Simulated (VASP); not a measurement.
# Hf4B3 (P1) in VASP: relaxation of cell and atoms with PBE

Aim: the relaxation of cell and atoms of Hf4B3 with PBE.

All numbers are computed with VASP 6.6.1; they aren't measurements. Logs are shortened: lines on timing, memory, paths and dates and some standing lists are left out, and cuts for length are marked.

## 1. The cell of the first run

The typed cell holds 14 atoms: a = 3.061 Å, b = 3.248 Å, c = 22.837 Å, α = 90.06°, β = 90.41°, γ = 119.15°.

## 2. Relaxation of cell and atoms, PBE

INCAR

```
PREC = Accurate
ENCUT = 600
EDIFF = 1E-6
ISMEAR = 0
SIGMA = 0.2
LREAL = False
LASPH = True
NELM = 60
ALGO = Fast
ISIF = 3
LWAVE = False
LCHARG = False
GGA = PE
IBRION = 2
NSW = 80
EDIFFG = -0.025
```

KPOINTS

```
Automatic mesh
0
Gamma
  6 6 1
```

POSCAR

```
Hf4B3
1.0
    3.0611852364     -0.0286870952     -0.0109719346
   -1.5554363715      2.8509455788     -0.0015018048
   -0.0809514635     -0.0595318793     22.8369320334
Hf B
8 6
Direct
    0.6261713591      0.3370154246      0.4445168851
    0.3271534141      0.6951745636      0.5581309990
   -0.0118022810     -0.0004600821      0.9244352885
    0.0065649514      0.0038607673      0.0697771687
    0.0011627640      0.9839147942      0.2227759694
    0.0149018161      0.0227481054      0.7744620515
    0.6700271202      0.3390919162      0.6591828105
    0.3418666260      0.6469082828      0.3384599414
    0.3547701008      0.6834327051      0.1494490263
    0.6916336528      0.3418199138      0.1468085979
    0.3447200913      0.6560407766      1.0037901245
    0.6694271588      0.3449611388      0.0023053799
    0.6510791993      0.3119921235      0.8495569648
    0.3123240271      0.6334995701      0.8563487926
```

Potentials or basis: VASP PAW PBE potentials, release 64 (Hf_pv, B).

On the command line:

```sh
$ cat potpaw_PBE.64/Hf_pv/POTCAR potpaw_PBE.64/B/POTCAR > POTCAR
$ mpirun -np 1 vasp_std > vasp.out
```

OUTCAR:

```text
PREC = Accurate
   ENCUT = 600
   EDIFF = 1E-6
   ISMEAR = 0
   LREAL = False
   LASPH = True
   NELM = 60
   ISIF = 3
   GGA = PE
   IBRION = 2
   NSW = 80
   EDIFFG = -0.025

 ion  position               nearest neighbor table
   1  0.626  0.337  0.445-   8 2.91   8 3.10   8 3.12   2 3.16   2 3.18   2 3.19
   2  0.327  0.695  0.558-   7 2.92   7 2.94   7 2.99   1 3.16   1 3.18   1 3.19
   3  0.988  1.000  0.924-  14 2.38  14 2.38  14 2.45  13 2.45  13 2.47  11 2.51  12 2.54  12 2.54
                            12 2.58  13 2.59  11 2.59  11 2.62   4 3.32   6 3.43
   4  0.007  0.004  0.070-  11 2.32  12 2.36  11 2.39  12 2.40  11 2.40  12 2.42  10 2.51  10 2.53
                             9 2.53   9 2.57  10 2.58   9 2.64   3 3.32   5 3.49
   5  0.001  0.984  0.223-   9 2.40   9 2.45  10 2.51  10 2.51  10 2.55   9 2.60   8 3.19   8 3.22
                             8 3.23   4 3.49
   6  0.015  0.023  0.774-  13 2.40  13 2.47  14 2.54  14 2.65  13 2.65  14 2.67   7 3.18   7 3.18
                             7 3.26   3 3.43
   7  0.670  0.339  0.659-   2 2.92   2 2.94   2 2.99   6 3.18   6 3.18   6 3.26
   8  0.342  0.647  0.338-   1 2.91   1 3.10   1 3.12   5 3.19   5 3.22   5 3.23
   9  0.355  0.683  0.149-  10 1.78  10 1.85  10 1.87   5 2.40   5 2.45   4 2.53   4 2.57   5 2.60
                             4 2.64
  10  0.692  0.342  0.147-   9 1.78   9 1.85   9 1.87   4 2.51   5 2.51   5 2.51   4 2.53   5 2.55
                             4 2.58
  11  0.345  0.656  0.004-  12 1.73  12 1.81  12 1.96   4 2.32   4 2.39   4 2.40   3 2.51   3 2.59
                             3 2.62
  12  0.669  0.345  0.002-  11 1.73  11 1.81  11 1.96   4 2.36   4 2.40   4 2.42   3 2.54   3 2.54
                             3 2.58
  13  0.651  0.312  0.850-  14 1.77  14 1.80  14 1.93   6 2.40   3 2.45   6 2.47   3 2.47   3 2.59
                             6 2.65
  14  0.312  0.633  0.856-  13 1.77  13 1.80  13 1.93   3 2.38   3 2.38   3 2.45   6 2.54   6 2.65
                             6 2.67

  LATTYP: Found a triclinic cell.
 ALAT       =     3.1988401314
 B/A-ratio  =     0.9570154138
 C/A-ratio  =     7.1391980109
 COS(alpha) =     0.0071041166
 COS(beta)  =     0.0078678982
 COS(gamma) =     0.4624398226

  Lattice vectors:

 A1 = (   1.5057488649,   2.8222584836,  -0.0124737394)
 A2 = (   3.0611852364,  -0.0286870952,  -0.0109719346)
 A3 = (   0.0809514635,   0.0595318793, -22.8369320334)

Analysis of symmetry for initial positions (statically):
=====================================================================
 Subroutine PRICEL returns:
 Original cell was already a primitive cell.

 Routine SETGRP: Setting up the symmetry group for a
 triclinic supercell.

 Subroutine GETGRP returns: Found  1 space group operations
 (whereof  1 operations were pure point group operations)
 out of a pool of  2 trial point group operations.

The static configuration has the point symmetry C_1 .

Analysis of symmetry for dynamics (positions and initial velocities):
=====================================================================
 Subroutine PRICEL returns:
 Original cell was already a primitive cell.

 Routine SETGRP: Setting up the symmetry group for a
 triclinic supercell.

 Subroutine GETGRP returns: Found  1 space group operations
 (whereof  1 operations were pure point group operations)
 out of a pool of  2 trial point group operations.

The dynamic configuration has the point symmetry C_1 .

 Subroutine INISYM returns: Found  1 space group operations
 (whereof  1 operations are pure point group operations),
 and found     1 'primitive' translations

----------------------------------------------------------------------------------------

                                     Primitive cell

  volume of cell :     198.2813

  direct lattice vectors                    reciprocal lattice vectors
     3.061185236 -0.028687095 -0.010971935     0.328355531  0.179147083  0.001630947
    -1.555436371  2.850945579 -0.001501805     0.003307314  0.352565732  0.000930801
    -0.080951464 -0.059531879 22.836932033     0.000157975  0.000109256  0.043789564

  length of vectors
     3.061339312  3.247656887 22.837153104     0.374050387  0.352582472  0.043789985

  position of ions in fractional coordinates (direct lattice)
     0.626171359  0.337015425  0.444516885
     0.327153414  0.695174564  0.558130999
     0.988197719  0.999539918  0.924435288
     0.006564951  0.003860767  0.069777169
     0.001162764  0.983914794  0.222775969
     0.014901816  0.022748105  0.774462052
     0.670027120  0.339091916  0.659182810
     0.341866626  0.646908283  0.338459941
     0.354770101  0.683432705  0.149449026
     0.691633653  0.341819914  0.146808598
[... 26 lines left out ...]
Automatic generation of k-mesh.
 Grid dimensions read from file:
 generate k-points for:    6    6    1

 Generating k-lattice:

  Cartesian coordinates                     Fractional coordinates (reciprocal lattice)
     0.054725922  0.029857847  0.000271824     0.166666667  0.000000000  0.000000000
     0.000551219  0.058760955  0.000155133    -0.000000000  0.166666667  0.000000000
     0.000157975  0.000109256  0.043789564     0.000000000 -0.000000000  1.000000000

  Length of vectors
     0.062341731  0.058763745  0.043789985

  Shift w.r.t. Gamma in fractional coordinates (k-lattice)
     0.000000000  0.000000000  0.000000000

 Subroutine IBZKPT returns following result:
 ===========================================

 Found     20 irreducible k-points:

 Following reciprocal coordinates:
            Coordinates               Weight
  0.000000  0.000000  0.000000      1.000000
  0.166667 -0.000000  0.000000      2.000000
  0.333333 -0.000000  0.000000      2.000000
  0.500000 -0.000000  0.000000      1.000000
  0.000000  0.166667 -0.000000      2.000000
  0.166667  0.166667  0.000000      2.000000
[... 12 lines left out ...]
  0.333333  0.500000  0.000000      2.000000
  0.500000  0.500000 -0.000000      1.000000
   k-points           NKPTS =     20   k-points in BZ     NKDIM =     20   number of bands    NBANDS=     58
   number of dos      NEDOS =    301   number of ions     NIONS =     14
   total plane-waves  NPLWV = 129024
   dimension x,y,z NGX =    24 NGY =   28 NGZ =  192
   dimension x,y,z NGXF=    48 NGYF=   56 NGZF=  384
   ions per type =               8   6
   NGX,Y,Z   is equivalent  to a cutoff of  13.03, 14.33, 13.98 a.u.
   NGXF,Y,Z  is equivalent  to a cutoff of  26.07, 28.67, 27.95 a.u.
 SYSTEM =  unknown system
   PREC   = accura    normal or accurate (medium, high low for compatibility)
   ISTART =      0    job   : 0-new  1-cont  2-samecut
   ICHARG =      2    charge: 1-file 2-atom 10-const
   ISPIN  =      1    spin polarized calculation?
   LNONCOLLINEAR =      F non collinear calculations
   LSORBIT =      F    spin-orbit coupling
   LASPH  =      T    aspherical Exc in radial PAW
   ENCUT  =  600.0 eV  44.10 Ry    6.64 a.u.   6.11  6.49 45.61*2*pi/ulx,y,z
   NELM   =     60;   NELMIN=  2; NELMDL= -5     # of ELM steps
   EDIFF  = 0.1E-05   stopping-criterion for ELM
   LREAL  =      F    real-space projection
   EDIFFG = -.3E-01   stopping-criterion for IOM
   NSW    =     80    number of steps for IOM
   IBRION =      2    ionic relax: 0-MD 1-quasi-New 2-CG
   NFREE  =      1    steps in history (QN), initial steepest desc. (CG)
   ISIF   =      3    stress and relaxation
   ISYM   =      2    0-nonsym 1-usesym 2-fastsym
   POTIM  = 0.5000    time-step for ionic-motion
   TEBEG  =    0.0;   TEEND  =   0.0 temperature during run
   PSTRESS=    0.0 pullay stress
   NELECT =      98.0000    total number of electrons
   NUPDOWN=      -1.0000    fix difference up-down
   EMIN   =  10.00;   EMAX   =-10.00  energy-range for DOS
   EFERMI =   0.00;   METHOD = LEGACY
   ISMEAR =     0;   SIGMA  =   0.20  broadening in eV -4-tet -1-fermi 0-gaus
   EFERMI_NEDOS =   21; number of points for ismear=-14 and -15
   IALGO  =     68    algorithm
   IMIX   =      4    mixing-type and parameters
     AMIX     =   0.40;   BMIX     =  1.00
     AMIX_MAG =   1.60;   BMIX_MAG =  1.00
  volume/ion in A,a.u.               =      14.16        95.58
  Fermi-wavevector in a.u.,A,eV,Ry     =   1.294364  2.445992 22.794888  1.675377
  Thomas-Fermi vector in A             =   2.425951
   LORBIT       =      0    0 simple, 1 ext, 2 COOP (PROOUT), +10 PAW based schemes
   GGA     = PE    functional components
   LHFCALC =     F    Hartree Fock is set to
   AEXX    =    0.0000 exact exchange contribution
   IVDW    =     0    specifies the selected vdW correction
   LEPSILON=     F    determine dielectric tensor
   LRPA    =     F    only Hartree local field effects (RPA)
 conjugate gradient relaxation of ions
 non-spin polarized calculation
 RMM-DIIS sequential band-by-band and
 Gauss-broadening in eV      SIGMA  =   0.20
  energy-cutoff  :      600.00
  volume of cell :      198.28
 maximum number of plane-waves:      6659
   NGX = 13   NGY = 13   NGZ = 91

--------------------------------------- Ionic step        1  -------------------------------------------

 number of electron      98.0000003 magnetization

 Free energy of the ion-electron system (eV)
  ---------------------------------------------------
  ext. energy  EPLUGINS =         0.00000000
  ---------------------------------------------------
  free energy    TOTEN  =      -127.35358936 eV

  energy without entropy =     -127.22584218  energy(sigma->0) =     -127.28971577

------------------------ aborting loop because EDIFF is reached ----------------------------------------

  FORCE on cell =-STRESS in cart. coord.  units (eV):
  Direction    XX          YY          ZZ          XY          YZ          ZX
  --------------------------------------------------------------------------------------
  -------------------------------------------------------------------------------------
  Total       16.2447283     -8.0920306      9.4650525      3.0767307      1.1431648      1.5922208
  in kB      131.2626841    -65.3862368     76.4807003     24.8609844      9.2371430     12.8656612
  external PRESSURE =      47.4523825 kB  Pullay stress =       0.0000000 kB
[... 125 lines left out ...]
  FREE ENERGIE OF THE ION-ELECTRON SYSTEM (eV)
  ---------------------------------------------------
  free  energy   TOTEN  =      -128.3662717355 eV

  energy  without entropy=     -128.2440301295  energy(sigma->0) =     -128.30515093

[... ionic steps 4 to 19 ...]

--------------------------------------- Ionic step       20  -------------------------------------------

 number of electron      97.9999998 magnetization

------------------------ aborting loop because EDIFF is reached ----------------------------------------
[... 91 lines left out ...]
--------------------------------------- Ionic step       22  -------------------------------------------

 number of electron      97.9999998 magnetization

 Free energy of the ion-electron system (eV)
  ---------------------------------------------------
  ext. energy  EPLUGINS =         0.00000000
  ---------------------------------------------------
  free energy    TOTEN  =      -128.61552625 eV

  energy without entropy =     -128.50025454  energy(sigma->0) =     -128.55789040

 E-fermi :   5.8543     XC(G=0): -11.8391

 val. band max:        5.8325499988   @ k =   0.3333   0.3333   0.0000
 cond. band min:       5.9832814397   @ k =   0.1667   0.1667   0.0000
 fundamental gap:      0.1507314408
 Fermi energy:         5.8542502964

 k-point     1 :       0.0000    0.0000    0.0000
  band No.  band energies     occupation
      1     -25.0392      2.00000
      2     -24.8930      2.00000
      3     -24.7243      2.00000
      4     -24.6191      2.00000
      5     -24.6020      2.00000
      6     -24.4752      2.00000
[... 1250 lines left out ...]
  FREE ENERGIE OF THE ION-ELECTRON SYSTEM (eV)
  ---------------------------------------------------
  free  energy   TOTEN  =      -128.6155262549 eV

  energy  without entropy=     -128.5002545375  energy(sigma->0) =     -128.55789040

 reached required accuracy - stopping structural energy minimisation
```

It took 73 min on 1 thread of Intel Xeon Platinum 8488C (Sapphire Rapids), shared host; peak memory 0.52 GiB.

Results:

| Quantity | Value |
| --- | --- |
| Free energy | -128.6155 eV |
| Relaxed volume | 14.45 Å³/atom |
| Relaxed cell | a = 3.162 Å, b = 3.163 Å, c = 23.352 Å, α = 89.96°, β = 90.08°, γ = 120.00° |
| Space group after relaxing (to 0.1 Å) | P-3m1 (No. 164) |
| Energy gained by relaxing | 90.1 meV/atom |
| Ionic steps | 22 |
| Pressure after relaxing | 0.1 GPa |
| Largest force after relaxing | 0.025 eV/Å |
| Band gap on the k mesh | zero (bands 49 and 50 overlap by 1.46 eV) |

Forces in eV/Å, atoms in the order of the input:
```
Hf  -0.004  0.003 -0.015
Hf   0.007 -0.004  0.002
Hf  -0.004 -0.006 -0.010
Hf  -0.010  0.007  0.015
Hf  -0.009  0.005  0.011
Hf   0.006  0.005  0.006
Hf   0.018 -0.014  0.011
Hf   0.021 -0.003 -0.008
B   -0.004 -0.006  0.016
B   -0.010  0.001  0.010
B   -0.011  0.005 -0.003
B   -0.002  0.004 -0.023
B    0.000  0.002 -0.010
B    0.001 -0.001 -0.001
```

The path:
| step | energy change (eV) | largest force (eV/Å) | pressure (GPa) | volume (Å³) |
| --- | --- | --- | --- | --- |
| 1 | 0.0000 | 2.7569 | 4.75 | 198.28 |
| 2 | -0.9287 | 0.7976 | -6.20 | 210.15 |
| 3 | -1.0127 | 1.0059 | -4.22 | 207.39 |
| 4 | -1.1401 | 0.4997 | 3.35 | 198.58 |
| 5 | -1.1754 | 0.4906 | 0.80 | 201.30 |
| 6 | -1.2312 | 0.2089 | 0.38 | 201.85 |
| 7 | -1.2355 | 0.2455 | 0.24 | 202.05 |
| 8 | -1.2465 | 0.1660 | -0.39 | 202.77 |
| 9 | -1.2472 | 0.1562 | -0.59 | 203.00 |
| 10 | -1.2521 | 0.1122 | 0.39 | 201.83 |
| 11 | -1.2521 | 0.1138 | 0.36 | 201.87 |
| 12 | -1.2565 | 0.0732 | 0.15 | 202.08 |
| 13 | -1.2573 | 0.0933 | 0.03 | 202.21 |
| 14 | -1.2591 | 0.0598 | -0.10 | 202.40 |
| 15 | -1.2594 | 0.0431 | -0.18 | 202.53 |
| 16 | -1.2601 | 0.0394 | 0.27 | 202.06 |
| 17 | -1.2602 | 0.0346 | 0.16 | 202.16 |
| 18 | -1.2608 | 0.0295 | -0.04 | 202.42 |
| 19 | -1.2608 | 0.0296 | -0.05 | 202.43 |
| 20 | -1.2614 | 0.0288 | -0.05 | 202.43 |
| 21 | -1.2615 | 0.0333 | -0.05 | 202.43 |
| 22 | -1.2619 | 0.0250 | 0.11 | 202.25 |

Final structure:
```yaml
crystal:
  lattice:
    - [3.16211, 0.00002, -0.00221]
    - [-1.58114, 2.73890, 0.00107]
    - [-0.01644, -0.00167, 23.35204]
  atoms:
    - { symbol: Hf, position: [0.66232, 0.33457, 0.44401] }
    - { symbol: Hf, position: [0.32662, 0.67138, 0.55607] }
    - { symbol: Hf, position: [0.00138, 0.99891, 0.92576] }
    - { symbol: Hf, position: [0.00366, 0.99841, 0.07426] }
    - { symbol: Hf, position: [0.00451, 0.99882, 0.22183] }
    - { symbol: Hf, position: [0.99840, 0.99933, 0.77808] }
    - { symbol: Hf, position: [0.66051, 0.33863, 0.66338] }
    - { symbol: Hf, position: [0.32870, 0.66742, 0.33660] }
    - { symbol: B, position: [0.33781, 0.66546, 0.14847] }
    - { symbol: B, position: [0.67114, 0.33205, 0.14918] }
    - { symbol: B, position: [0.33606, 0.66506, 0.99970] }
    - { symbol: B, position: [0.66929, 0.33174, 0.00043] }
    - { symbol: B, position: [0.66649, 0.33242, 0.85147] }
    - { symbol: B, position: [0.33313, 0.66580, 0.85076] }
```

Caveat: the k points lie up to 0.38 Å⁻¹ apart in the final cell, too coarse for converged energies and pressures of a metal; spin-orbit coupling is left out, which moves the levels of the heavy elements.

The gap in the log of VASP goes by the Fermi energy; the results here count the filled bands.